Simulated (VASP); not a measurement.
# Sr (Fm-3m) in VASP: a series of runs, part 2 of 2

VASP 6.6.1. The steps go on from the part before.

## Step 4: Single point, PBEsol (56.41 Å³/atom)

This run uses another cell than the first one, of 56.41 Å³/atom.

The input, INCAR:

```
PREC = Accurate ; ENCUT = 520
EDIFF = 1E-6 ; ISMEAR = -1
SIGMA = 0.1 ; LREAL = False
LASPH = True ; NELM = 100
ALGO = Normal ; ISIF = 2
LWAVE = False ; LCHARG = True
GGA = PS ; LELF = True
LVHAR = True ; NBANDS = 11
```

The input, KPOINTS:

```
regular mesh
0
Gamma
  15 15 15
```

The input, POSCAR:

```
Sr
1.0
    0.0000000000      3.0439452768      3.0439452768
    3.0439452768      0.0000000000      3.0439452768
    3.0439452768      3.0439452768      0.0000000000
Sr
1
Direct
    0.0000000000      0.0000000000      0.0000000000
```

Potentials or basis: VASP PAW PBE potentials, release 64 (Sr_sv).

Launch:

```sh
$ cat potpaw_PBE.64/Sr_sv/POTCAR > POTCAR
$ mpirun -np 1 vasp_std > vasp.out
```

OUTCAR:

```text
PREC = Accurate
   ENCUT = 520
   EDIFF = 1E-6
   ISMEAR = -1
   LREAL = False
   LASPH = True
   NELM = 100
   ISIF = 2
   GGA = PS

 ion  position               nearest neighbor table
   1  0.000  0.000  0.000-

  LATTYP: Found a face centered cubic cell.
 ALAT       =     6.0878905536

  Lattice vectors:

 A1 = (   0.0000000000,   3.0439452768,   3.0439452768)
 A2 = (   3.0439452768,   0.0000000000,   3.0439452768)
 A3 = (   3.0439452768,   3.0439452768,   0.0000000000)

Analysis of symmetry for initial positions (statically):
=====================================================================
 Subroutine PRICEL returns:
 Original cell was already a primitive cell.

 Routine SETGRP: Setting up the symmetry group for a
 face centered cubic supercell.

 Subroutine GETGRP returns: Found 48 space group operations
 (whereof 48 operations were pure point group operations)
 out of a pool of 48 trial point group operations.

The static configuration has the point symmetry O_h .

Analysis of symmetry for dynamics (positions and initial velocities):
=====================================================================
 Subroutine PRICEL returns:
 Original cell was already a primitive cell.

 Routine SETGRP: Setting up the symmetry group for a
 face centered cubic supercell.

 Subroutine GETGRP returns: Found 48 space group operations
 (whereof 48 operations were pure point group operations)
 out of a pool of 48 trial point group operations.

The dynamic configuration has the point symmetry O_h .

 Subroutine INISYM returns: Found 48 space group operations
 (whereof 48 operations are pure point group operations),
 and found     1 'primitive' translations

----------------------------------------------------------------------------------------

                                     Primitive cell

[... 111 lines left out ...]
  Thomas-Fermi vector in A             =   2.044880
   LORBIT       =      0    0 simple, 1 ext, 2 COOP (PROOUT), +10 PAW based schemes
   GGA     = PS    functional components
   LHFCALC =     F    Hartree Fock is set to
   AEXX    =    0.0000 exact exchange contribution
   IVDW    =     0    specifies the selected vdW correction
   LEPSILON=     F    determine dielectric tensor
   LRPA    =     F    only Hartree local field effects (RPA)
 non-spin polarized calculation
  energy-cutoff  :      520.00
  volume of cell :       56.41
 maximum number of plane-waves:      1540
   NGX = 17   NGY = 17   NGZ = 17

 number of electron      10.0000000 magnetization

 Free energy of the ion-electron system (eV)
  ---------------------------------------------------
  ext. energy  EPLUGINS =         0.00000000
  ---------------------------------------------------
  free energy    TOTEN  =        -1.84879014 eV

  energy without entropy =       -1.80553200  energy(sigma->0) =       -1.82716107

 E-fermi :   1.3902     XC(G=0):  -7.3535

 val. band max:        1.3717314082   @ k =  -0.3333   0.4000   0.2000
 cond. band min:       1.4053531696   @ k =  -0.3333   0.4000   0.0667
 fundamental gap:      0.0336217614
 Fermi energy:         1.3902275868

 k-point     1 :       0.0000    0.0000    0.0000
  band No.  band energies     occupation
      1     -35.1770      2.00000
      2     -17.0822      2.00000
      3     -17.0822      2.00000
      4     -17.0822      2.00000
      5      -2.2079      2.00000
      6       3.7166      0.00000
      7       3.7166      0.00000
      8       3.7166      0.00000
      9       5.1512      0.00000
     10       5.1512      0.00000
     11       8.4494      0.00000
[... 309 lines left out ...]
 k-point    24 :       0.2000    0.1333    0.0000
  band No.  band energies     occupation
      1     -35.1725      2.00000
      2     -17.1335      2.00000
      3     -17.0989      2.00000
      4     -17.0974      2.00000
      5      -1.5960      2.00000
      6       2.9883      0.00000
      7       3.9319      0.00000
      8       3.9919      0.00000
      9       4.3639      0.00000
     10       5.3583      0.00000
     11       9.4288      0.00000

 [... further k-points ...]

------------------------ aborting loop because EDIFF is reached ----------------------------------------

  FORCE on cell =-STRESS in cart. coord.  units (eV):
  Direction    XX          YY          ZZ          XY          YZ          ZX
  --------------------------------------------------------------------------------------
  -------------------------------------------------------------------------------------
  Total       -0.2936653     -0.2936653     -0.2936653     -0.0000000      0.0000000     -0.0000000
  in kB       -8.3410876     -8.3410876     -8.3410876     -0.0000000      0.0000000     -0.0000000
  external PRESSURE =      -8.3410876 kB  Pullay stress =       0.0000000 kB

 VOLUME and BASIS-vectors are now :
 -----------------------------------------------------------------------------
  energy-cutoff  :      520.00
  volume of cell :       56.41
      direct lattice vectors                 reciprocal lattice vectors
     0.000000000  3.043945277  3.043945277    -0.164260509  0.164260509  0.164260509
     3.043945277  0.000000000  3.043945277     0.164260509 -0.164260509  0.164260509
     3.043945277  3.043945277  0.000000000     0.164260509  0.164260509 -0.164260509

 POSITION                                       TOTAL-FORCE (eV/Angst)
 -----------------------------------------------------------------------------------
      0.00000      0.00000      0.00000         0.000000      0.000000      0.000000
 -----------------------------------------------------------------------------------
    total drift:                                0.000000      0.000000      0.000000

  FREE ENERGIE OF THE ION-ELECTRON SYSTEM (eV)
  ---------------------------------------------------
  free  energy   TOTEN  =        -1.8487901379 eV

  energy  without entropy=       -1.8055320045  energy(sigma->0) =       -1.82716107
```

stdout:

```text
POSCAR found type information on POSCAR Sr
 POSCAR found :  1 types and       1 ions
 scaLAPACK will be used
 -----------------------------------------------------------------------------
|                                                                             |
|                                                                             |
|     You enforced a specific xc type in the INCAR file but a different       |
|     I HOPE YOU KNOW WHAT YOU ARE DOING!                                     |
|                                                                             |
 -----------------------------------------------------------------------------

 LDA part: xc-table for (Slater+PW92), standard interpolation
 POSCAR, INCAR and KPOINTS ok, starting setup
 FFT: planning ... GRIDC
 FFT: planning ... GRID_SOFT
 FFT: planning ... GRID
 WAVECAR not read
 entering main loop
```

It took 22 s on 1 thread of Intel Xeon 6975P-C (Granite Rapids), shared host; peak memory 0.22 GiB.

What came out:

```yaml
Free_energy: -1.8488 eV
Pressure: -0.8 GPa
Band_gap_on_the_k_mesh: zero (bands 5 and 6 overlap by 0.06 eV)
```

Caveat: the PAW data sets were made with another functional, which shifts forces and pressure a little.

## Step 5: Single point, PBEsol (58.50 Å³/atom)

This run uses another cell than the first one, of 58.50 Å³/atom.

The input, INCAR:

```
PREC = Accurate ; ENCUT = 520
EDIFF = 1E-6 ; ISMEAR = -1
SIGMA = 0.1 ; LREAL = F
LASPH = T ; NELM = 60
ALGO = Normal ; ISIF = 2
LWAVE = F ; LCHARG = F
GGA = PS ; NBANDS = 11
```

The input, KPOINTS:

```
Automatic mesh
0
Gamma
  15 15 15
```

The input, POSCAR:

```
Sr
1.0
    0.0000000000      3.0810702195      3.0810702195
    3.0810702195      0.0000000000      3.0810702195
    3.0810702195      3.0810702195      0.0000000000
Sr
1
Direct
    0.0000000000      0.0000000000      0.0000000000
```

Launch:

```sh
$ cat potpaw_PBE.64/Sr_sv/POTCAR > POTCAR
$ mpirun -np 1 vasp_std > vasp.out
```

Run time: 27 s. Hardware: 1 thread of Intel Xeon 6975P-C (Granite Rapids), shared host; peak memory 0.22 GiB.

The run converged. Its results:

```yaml
Free_energy: -1.8358 eV
Pressure: -1.2 GPa
Band_gap_on_the_k_mesh: zero (bands 5 and 6 overlap by 0.09 eV)
```

Levels at points of the mesh, in eV from the Fermi level:
```csv
k point,band 2,band 3,band 4,band 5,band 6,band 7,band 8,band 9
"(0.00, 0.00, 0.00)",-18.55,-18.55,-18.55,-3.54,2.29,2.29,2.29,3.67
```

Caveat: the PAW data sets were made with another functional, which shifts forces and pressure a little.

## Step 6: Single point, PBEsol, non-collinear spin, zero start, spin-orbit coupling

The input, INCAR:

```
SYSTEM = Sr
PREC     = Accurate       ! precision mode
ENCUT    = 520            ! plane-wave cutoff, eV
EDIFF    = 1E-7           ! SCF threshold, eV
ISMEAR   = -1             ! smearing method
SIGMA    = 0.1            ! smearing width, eV
LREAL    = .FALSE.        ! projectors in reciprocal space
LASPH    = .TRUE.         ! aspherical terms in the spheres
NELM     = 150            ! most SCF steps
ALGO     = Normal         ! electronic algorithm
ISIF     = 2              ! what is computed and relaxed
LWAVE    = .FALSE.        ! write WAVECAR
LCHARG   = .TRUE.         ! write CHGCAR
MAGMOM   = 0 0 0          ! initial moments
LORBIT   = 11             ! projections on sites
LSORBIT  = .TRUE.         ! spin-orbit coupling
GGA_COMPAT= .FALSE.      
LORBMOM  = .TRUE.       
GGA      = PS             ! functional
LVHAR    = .TRUE.       
NBANDS   = 21             ! bands
```

The input, KPOINTS:

```
regular mesh
0
G
  9 9 9
  0 0 0
```

The input, POSCAR:

```
Sr
1.0
    0.0000000000      2.9668499945      2.9668499945
    2.9668499945      0.0000000000      2.9668499945
    2.9668499945      2.9668499945      0.0000000000
Sr
1
Direct
    0.0000000000      0.0000000000      0.0000000000
```

Potentials or basis: VASP PAW PBE potentials, release 64 (Sr_sv).

Launch:

```sh
$ cat potpaw_PBE.64/Sr_sv/POTCAR > POTCAR
$ mpirun -np 1 vasp_ncl > vasp.out
```

Wall time 52 s (1 thread of Intel Xeon 6975P-C (Granite Rapids), shared host); peak memory 0.32 GiB.

The run converged. Its results:

- Free energy: -1.9473 eV
- Pressure: 0.0 GPa
- Net moment: 0.00 μB per cell
- Valence electrons inside the program's atomic spheres: Sr 7.92

Moments on the atoms (μB; x, y, z):
```
Sr  0.00 0.00 0.00
```

Caveat: the PAW data sets were made with another functional, which shifts forces and pressure a little.

## Step 7: Overview

| spin | cell | k mesh | gap on the mesh (eV) | pressure (GPa) |
| --- | --- | --- | --- | --- |
| off | a = 4.196 Å, angles 60.0°, 1 atom | 15 × 15 × 15 | - | 0.0 |
| off | a = 4.251 Å, angles 60.0°, 1 atom | 15 × 15 × 15 | none | -0.4 |
| off | a = 4.305 Å, angles 60.0°, 1 atom | 15 × 15 × 15 | none | -0.8 |
| off | a = 4.357 Å, angles 60.0°, 1 atom | 15 × 15 × 15 | none | -1.2 |
| non-collinear, zero start, SOC | a = 4.196 Å, angles 60.0°, 1 atom | 9 × 9 × 9 | - | 0.0 |

Alike in all rows: task single point; level PBEsol; potentials or basis VASP PAW PBE potentials, release 64 (Sr_sv); cutoff (eV) 520; smearing fermi-dirac 0.1 eV.

Caveats: the PAW data sets were made with another functional, which shifts forces and pressure a little.

Total energies depend on the potentials used, so only differences within one code and one set of settings carry meaning.
